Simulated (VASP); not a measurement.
Wanted: the native input for a VASP 6.6.1 run.

| Property | Result |
| --- | --- |
| Task | single point |
| Functional | r2SCAN |
| Potentials or basis | VASP PAW PBE potentials, release 64 (In_d) |
| Cutoff | 550 eV |
| k mesh | 10 × 10 × 10 |
| Occupations | fermi-dirac, width 0.05 eV |
| Spin | no spin polarisation |
| Dipole correction | no |
| Further INCAR settings | ALGO = Normal; EDIFF = 1e-06; NBANDS = 12 |

In:

```
In
1.0
    -1.85708    1.85708    1.85708
     1.85708   -1.85708    1.85708
     1.85708    1.85708   -1.85708
In
1
Direct
  0.00000 0.00000 0.00000
```

This cell differs from its parent crystal: volume scaled by 0.96.

One way to write it, as run:

POSCAR

```
In
1.0
   -1.8570825908      1.8570825908      1.8570825908
    1.8570825908     -1.8570825908      1.8570825908
    1.8570825908      1.8570825908     -1.8570825908
In
1
Direct
    0.0000000000      0.0000000000      0.0000000000
```

INCAR.step1

```
PREC = Accurate ; ENCUT = 550
ISMEAR = -1 ; SIGMA = 0.05
LREAL = False ; LASPH = True
NELM = 120 ; NBANDS = 12
GGA = PE ; ALGO = Normal
EDIFF = 1E-5 ; LWAVE = True
LCHARG = False ; GGA_COMPAT = False
```

INCAR.step2

```
PREC = Accurate ; ENCUT = 550
EDIFF = 1E-6 ; ISMEAR = -1
SIGMA = 0.05 ; LREAL = False
LASPH = True ; NELM = 120
ALGO = Normal ; ISIF = 2
LWAVE = False ; LCHARG = False
METAGGA = R2SCAN ; LMIXTAU = True
NBANDS = 12 ; ISTART = 1
GGA_COMPAT = False
```

KPOINTS

```
regular mesh
0
Gamma
  10 10 10
```

Potentials or basis: VASP PAW PBE potentials, release 64 (In_d).

Run with:

```console
$ cat potpaw_PBE.64/In_d/POTCAR > POTCAR
$ cp INCAR.step1 INCAR
$ mpirun -np 1 vasp_std > vasp.out
$ cp INCAR.step2 INCAR
$ mpirun -np 1 vasp_std > vasp.out
```

It gave:

```yaml
Pressure: 1.6 GPa
```

Caveat: the PAW data sets were made with another functional, which shifts forces and pressure a little.

Run time: 51 s on 1 thread of Intel Xeon 6975P-C, on a shared host, peak memory 0.17 GiB.
